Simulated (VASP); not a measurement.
The system is WC (Qusongite).

```xyz
2
Lattice="2.9065 0.0000 0.0000 -1.4532 2.5171 0.0000 0.0000 0.0000 2.8366" Properties=species:S:1:pos:R:3 pbc="T T T"
W     0.0000    0.0000    0.0000
C     1.4533    0.8390    1.4183
```

Base run:

| Item | Value |
| --- | --- |
| Program | VASP 6.6.1 |
| Functional | PBE |
| Potentials or basis | VASP PAW PBE potentials, release 64 (W_sv, C) |
| Cutoff | 520 eV |
| k mesh | 10 × 10 × 9 |
| Occupations | fermi-dirac, width 0.05 eV |
| Spin | no spin polarisation |

Its results: band gap on the k mesh zero (band 9 reaches 11.73 eV, above the bottom of band 10 at 10.54 eV); pressure 6.7 GPa.

Q: After a change of settings the same cell gave: band gap on the k mesh zero (band 9 reaches 11.83 eV, above the bottom of band 10 at 10.64 eV); pressure 11.1 GPa. Which change was it?
A. occupations from fermi-dirac, width 0.05 eV to gaussian, width 0.012 eV
B. k mesh from 10 × 10 × 9 to 5 × 5 × 4; occupations from fermi-dirac, width 0.05 eV to fermi-dirac, width 0.04 eV
C. potentials or basis from VASP PAW PBE potentials, release 64 (W_sv, C) to VASP PAW PBE potentials, release 64 (W_sv, C_h); cutoff from 520 eV to 910 eV; occupations from fermi-dirac, width 0.05 eV to gaussian, width 0.026 eV
D. functional from PBE to RPBE

A: D.

RPBE binds less tightly than PBE, so the same cell stands under more pressure.

Caveats: spin-orbit coupling is left out, which moves the levels of the heavy elements; the PAW data sets were made with another functional, which shifts forces and pressure a little (some runs).
